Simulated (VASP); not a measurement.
# AlN in VASP: further runs

The runs below take AlN through single point, with PBE.

All numbers are computed with VASP 6.6.1; they aren't measurements. Logs are shortened: lines on timing, memory, paths and dates and some standing lists are left out, and cuts for length are marked.

## 1. The cell of the first run

The structure is cubic, space group Fm-3m (No. 225). The conventional cell has a = 4.071 Å, b = 4.071 Å, c = 4.071 Å, α = 90.00°, β = 90.00°, γ = 90.00°. Within 2.7 Å of Al (site symmetry m-3m) lie 6 N at 2.04 Å. N (site symmetry m-3m) has 6 Al at 2.04 Å within 2.7 Å.

## 2. Single point, PBE

INCAR

```
PREC = Accurate
ENCUT = 520
EDIFF = 1E-6
ISMEAR = 0
SIGMA = 0.02
LREAL = False
LASPH = True
NELM = 60
ALGO = Normal
ISIF = 2
LWAVE = False
LCHARG = False
GGA = PE
NBANDS = 11
```

KPOINTS

```
regular mesh
0
Gamma
  10 10 10
```

POSCAR

```
AlN
1.0
    0.0000000000      2.0352648426      2.0352648426
    2.0352648426      0.0000000000      2.0352648426
    2.0352648426      2.0352648426      0.0000000000
Al N
1 1
Direct
    0.0000000000      0.0000000000      0.0000000000
    0.5000000000      0.5000000000      0.5000000000
```

Potentials or basis: VASP PAW PBE potentials, release 64 (Al, N).

The run is started by

```console
> cat potpaw_PBE.64/Al/POTCAR potpaw_PBE.64/N/POTCAR > POTCAR
> mpirun -np 1 vasp_std > vasp.out
```

OUTCAR:

```text
PREC = Accurate
   ENCUT = 520
   EDIFF = 1E-6
   ISMEAR = 0
   LREAL = False
   LASPH = True
   NELM = 60
   ISIF = 2
   GGA = PE

 ion  position               nearest neighbor table
   1  0.000  0.000  0.000-   2 2.04   2 2.04   2 2.04   2 2.04   2 2.04   2 2.04
   2  0.500  0.500  0.500-   1 2.04   1 2.04   1 2.04   1 2.04   1 2.04   1 2.04

  LATTYP: Found a face centered cubic cell.
 ALAT       =     4.0705296852

  Lattice vectors:

 A1 = (   0.0000000000,   2.0352648426,   2.0352648426)
 A2 = (   2.0352648426,   0.0000000000,   2.0352648426)
 A3 = (   2.0352648426,   2.0352648426,   0.0000000000)

Analysis of symmetry for initial positions (statically):
=====================================================================
 Subroutine PRICEL returns:
 Original cell was already a primitive cell.

 Routine SETGRP: Setting up the symmetry group for a
 face centered cubic supercell.

 Subroutine GETGRP returns: Found 48 space group operations
 (whereof 48 operations were pure point group operations)
 out of a pool of 48 trial point group operations.

The static configuration has the point symmetry O_h .

Analysis of symmetry for dynamics (positions and initial velocities):
=====================================================================
 Subroutine PRICEL returns:
 Original cell was already a primitive cell.

 Routine SETGRP: Setting up the symmetry group for a
 face centered cubic supercell.

 Subroutine GETGRP returns: Found 48 space group operations
 (whereof 48 operations were pure point group operations)
 out of a pool of 48 trial point group operations.

The dynamic configuration has the point symmetry O_h .

 Subroutine INISYM returns: Found 48 space group operations
 (whereof 48 operations are pure point group operations),
 and found     1 'primitive' translations

----------------------------------------------------------------------------------------

                                     Primitive cell

  volume of cell :      16.8614

  direct lattice vectors                    reciprocal lattice vectors
     0.000000000  2.035264843  2.035264843    -0.245668274  0.245668274  0.245668274
     2.035264843  0.000000000  2.035264843     0.245668274 -0.245668274  0.245668274
     2.035264843  2.035264843  0.000000000     0.245668274  0.245668274 -0.245668274

  length of vectors
     2.878299143  2.878299143  2.878299143     0.425509932  0.425509932  0.425509932

  position of ions in fractional coordinates (direct lattice)
     0.000000000  0.000000000  0.000000000
     0.500000000  0.500000000  0.500000000

  ion indices of the primitive-cell ions
   primitive index   ion index
                 1           1
                 2           2

----------------------------------------------------------------------------------------

 KPOINTS: regular mesh

Automatic generation of k-mesh.
 Grid dimensions read from file:
 generate k-points for:   10   10   10

 Generating k-lattice:

  Cartesian coordinates                     Fractional coordinates (reciprocal lattice)
    -0.024566827  0.024566827  0.024566827     0.100000000  0.000000000  0.000000000
     0.024566827 -0.024566827  0.024566827     0.000000000  0.100000000  0.000000000
     0.024566827  0.024566827 -0.024566827     0.000000000  0.000000000  0.100000000

  Length of vectors
     0.042550993  0.042550993  0.042550993

  Shift w.r.t. Gamma in fractional coordinates (k-lattice)
     0.000000000  0.000000000  0.000000000

 Subroutine IBZKPT returns following result:
 ===========================================

 Found     47 irreducible k-points:

 Following reciprocal coordinates:
            Coordinates               Weight
  0.000000  0.000000  0.000000      1.000000
  0.100000  0.000000  0.000000      8.000000
  0.200000  0.000000  0.000000      8.000000
  0.300000  0.000000  0.000000      8.000000
  0.400000  0.000000  0.000000      8.000000
  0.500000  0.000000  0.000000      4.000000
[... 16 lines left out ...]
  0.300000  0.300000  0.000000      6.000000
  0.400000  0.300000  0.000000     24.000000
 [... further k-points ...]
   k-points           NKPTS =     47   k-points in BZ     NKDIM =     47   number of bands    NBANDS=     11
   number of dos      NEDOS =    301   number of ions     NIONS =      2
   total plane-waves  NPLWV =  13824
   dimension x,y,z NGX =    24 NGY =   24 NGZ =   24
   dimension x,y,z NGXF=    48 NGYF=   48 NGZF=   48
   ions per type =               1   1
   NGX,Y,Z   is equivalent  to a cutoff of  13.86, 13.86, 13.86 a.u.
   NGXF,Y,Z  is equivalent  to a cutoff of  27.72, 27.72, 27.72 a.u.
 SYSTEM =  unknown system
   PREC   = accura    normal or accurate (medium, high low for compatibility)
   ISTART =      0    job   : 0-new  1-cont  2-samecut
   ICHARG =      2    charge: 1-file 2-atom 10-const
   ISPIN  =      1    spin polarized calculation?
   LNONCOLLINEAR =      F non collinear calculations
   LSORBIT =      F    spin-orbit coupling
   LASPH  =      T    aspherical Exc in radial PAW
   ENCUT  =  520.0 eV  38.22 Ry    6.18 a.u.   5.35  5.35  5.35*2*pi/ulx,y,z
   NELM   =     60;   NELMIN=  2; NELMDL= -5     # of ELM steps
   EDIFF  = 0.1E-05   stopping-criterion for ELM
   LREAL  =      F    real-space projection
   EDIFFG = 0.1E-04   stopping-criterion for IOM
   NSW    =      0    number of steps for IOM
   IBRION =     -1    ionic relax: 0-MD 1-quasi-New 2-CG
   NFREE  =      0    steps in history (QN), initial steepest desc. (CG)
   ISIF   =      2    stress and relaxation
   ISYM   =      2    0-nonsym 1-usesym 2-fastsym
   POTIM  = 0.5000    time-step for ionic-motion
   TEBEG  =    0.0;   TEEND  =   0.0 temperature during run
   PSTRESS=    0.0 pullay stress
   NELECT =       8.0000    total number of electrons
   NUPDOWN=      -1.0000    fix difference up-down
   EMIN   =  10.00;   EMAX   =-10.00  energy-range for DOS
   EFERMI =   0.00;   METHOD = LEGACY
   ISMEAR =     0;   SIGMA  =   0.02  broadening in eV -4-tet -1-fermi 0-gaus
   EFERMI_NEDOS =   21; number of points for ismear=-14 and -15
   IALGO  =     38    algorithm
   IMIX   =      4    mixing-type and parameters
     AMIX     =   0.40;   BMIX     =  1.00
     AMIX_MAG =   1.60;   BMIX_MAG =  1.00
  volume/ion in A,a.u.               =       8.43        56.89
  Fermi-wavevector in a.u.,A,eV,Ry     =   1.276852  2.412900 22.182273  1.630351
  Thomas-Fermi vector in A             =   2.409485
   LORBIT       =      0    0 simple, 1 ext, 2 COOP (PROOUT), +10 PAW based schemes
   GGA     = PE    functional components
   LHFCALC =     F    Hartree Fock is set to
   AEXX    =    0.0000 exact exchange contribution
   IVDW    =     0    specifies the selected vdW correction
   LEPSILON=     F    determine dielectric tensor
   LRPA    =     F    only Hartree local field effects (RPA)
 non-spin polarized calculation
 Gauss-broadening in eV      SIGMA  =   0.02
  energy-cutoff  :      520.00
  volume of cell :       16.86
 maximum number of plane-waves:       469
 NGX is ok and might be reduce to    24
   NGX = 11   NGY = 11   NGZ = 11

 number of electron       8.0000000 magnetization

 Free energy of the ion-electron system (eV)
  ---------------------------------------------------
  ext. energy  EPLUGINS =         0.00000000
  ---------------------------------------------------
  free energy    TOTEN  =       -14.54590604 eV

  energy without entropy =      -14.54590604  energy(sigma->0) =      -14.54590604

 E-fermi :   9.8658     XC(G=0): -12.1913

 val. band max:        9.7038029178   @ k =   0.0000   0.0000   0.0000
 cond. band min:      14.1169954372   @ k =   0.5000   0.5000   0.0000
 fundamental gap:      4.4131925193
 Fermi energy:         9.8658027547

 k-point     1 :       0.0000    0.0000    0.0000
  band No.  band energies     occupation
      1      -7.6670      2.00000
      2       9.7038      2.00000
      3       9.7038      2.00000
      4       9.7038      2.00000
      5      15.0945      0.00000
      6      21.8057      0.00000
      7      21.8057      0.00000
      8      21.8057      0.00000
      9      26.8923      0.00000
     10      27.3452      0.00000
     11      27.3452      0.00000

 k-point     2 :       0.1000    0.0000    0.0000
  band No.  band energies     occupation
      1      -7.4659      2.00000
      2       8.6863      2.00000
      3       9.5860      2.00000
      4       9.5860      2.00000
      5      15.7359      0.00000
      6      20.9012      0.00000
      7      22.0932      0.00000
      8      22.0932      0.00000
      9      25.7136      0.00000
     10      25.7136      0.00000
     11      27.6849      0.00000

 k-point     3 :       0.2000    0.0000    0.0000
  band No.  band energies     occupation
      1      -6.8810      2.00000
      2       6.5679      2.00000
      3       9.2999      2.00000
      4       9.2999      2.00000
      5      16.4304      0.00000
      6      20.3501      0.00000
      7      22.2215      0.00000
      8      22.2215      0.00000
      9      25.1600      0.00000
     10      25.1600      0.00000
     11      26.9943      0.00000

 k-point     4 :       0.3000    0.0000    0.0000
  band No.  band energies     occupation
      1      -5.9862      2.00000
      2       4.2777      2.00000
      3       8.9824      2.00000
      4       8.9824      2.00000
      5      16.2244      0.00000
      6      21.2124      0.00000
      7      21.4545      0.00000
      8      21.4545      0.00000
      9      26.1882      0.00000
     10      26.6549      0.00000
     11      26.6549      0.00000

 k-point     5 :       0.4000    0.0000    0.0000
  band No.  band energies     occupation
      1      -4.9966      2.00000
      2       2.3606      2.00000
      3       8.7488      2.00000
      4       8.7488      2.00000
      5      15.8534      0.00000
      6      20.7813      0.00000
      7      20.7813      0.00000
      8      22.2867      0.00000
      9      25.6933      0.00000
     10      28.8500      0.00000
     11      28.8500      0.00000
[... 211 lines left out ...]
 k-point    21 :      -0.3000    0.2000    0.0000
  band No.  band energies     occupation
      1      -4.7896      2.00000
      2       3.4239      2.00000
      3       6.1143      2.00000
      4       8.6159      2.00000
      5      17.7797      0.00000
      6      19.4284      0.00000
      7      20.9503      0.00000
      8      21.8369      0.00000
      9      26.5994      0.00000
     10      28.7192      0.00000
     11      30.2078      0.00000

 k-point    22 :      -0.2000    0.2000    0.0000
  band No.  band energies     occupation
      1      -5.6970      2.00000
      2       4.7988      2.00000
      3       6.8296      2.00000
      4       9.0478      2.00000
      5      18.1604      0.00000
      6      19.6258      0.00000
      7      20.3150      0.00000
      8      22.0438      0.00000
      9      24.6367      0.00000
     10      28.6256      0.00000
     11      29.9011      0.00000

 k-point    23 :       0.3000    0.3000    0.0000
  band No.  band energies     occupation
      1      -5.4593      2.00000
      2       4.9460      2.00000
      3       7.7216      2.00000
      4       7.7216      2.00000
      5      16.3686      0.00000
      6      16.4222      0.00000
      7      21.2310      0.00000
      8      25.1041      0.00000
      9      25.1041      0.00000
     10      30.0572      0.00000
     11      33.5181      0.00000

 k-point    24 :       0.4000    0.3000    0.0000
  band No.  band energies     occupation
      1      -4.7221      2.00000
      2       3.9367      2.00000
      3       6.9622      2.00000
      4       7.4691      2.00000
      5      15.7085      0.00000
      6      16.5734      0.00000
      7      21.6857      0.00000
      8      25.0592      0.00000
      9      25.7970      0.00000
     10      31.3144      0.00000
     11      34.1977      0.00000

 [... further k-points ...]

------------------------ aborting loop because EDIFF is reached ----------------------------------------

  FORCE on cell =-STRESS in cart. coord.  units (eV):
  Direction    XX          YY          ZZ          XY          YZ          ZX
  --------------------------------------------------------------------------------------
  -------------------------------------------------------------------------------------
  Total       -0.0282431     -0.0282431     -0.0282431     -0.0000000      0.0000000      0.0000000
  in kB       -2.6836809     -2.6836809     -2.6836809     -0.0000000      0.0000000      0.0000000
  external PRESSURE =      -2.6836809 kB  Pullay stress =       0.0000000 kB

 VOLUME and BASIS-vectors are now :
 -----------------------------------------------------------------------------
  energy-cutoff  :      520.00
  volume of cell :       16.86
      direct lattice vectors                 reciprocal lattice vectors
     0.000000000  2.035264843  2.035264843    -0.245668274  0.245668274  0.245668274
     2.035264843  0.000000000  2.035264843     0.245668274 -0.245668274  0.245668274
     2.035264843  2.035264843  0.000000000     0.245668274  0.245668274 -0.245668274

 POSITION                                       TOTAL-FORCE (eV/Angst)
 -----------------------------------------------------------------------------------
      0.00000      0.00000      0.00000         0.000000      0.000000     -0.000000
      2.03526      2.03526      2.03526        -0.000000     -0.000000      0.000000
 -----------------------------------------------------------------------------------
    total drift:                               -0.000000     -0.000000      0.000000

  FREE ENERGIE OF THE ION-ELECTRON SYSTEM (eV)
  ---------------------------------------------------
  free  energy   TOTEN  =       -14.5459060415 eV

  energy  without entropy=      -14.5459060415  energy(sigma->0) =      -14.54590604
```

Run time: 6 s. Hardware: 1 thread of Intel Xeon Platinum 8488C (Sapphire Rapids), shared host; peak memory 0.13 GiB.

Results:

| Item | Value |
| --- | --- |
| Free energy | -14.5459 eV |
| Pressure | -0.3 GPa |
| Band gap on the k mesh | 4.41 eV, indirect (least direct gap 5.39 eV) |

Levels at points of the mesh, in eV from the valence-band top:
```tsv
k point	band 1	band 2	band 3	band 4	band 5	band 6	band 7	band 8
(0.00, 0.00, 0.00)	-17.37	0.00	0.00	0.00	5.39	12.10	12.10	12.10
(0.50, 0.00, 0.00)	-14.19	-8.18	-1.04	-1.04	6.01	10.84	10.84	13.00
(0.50, 0.50, 0.00)	-13.24	-7.25	-2.75	-2.75	4.41	5.34	13.80	16.93
```

(Part 1 of 2 ends here.)
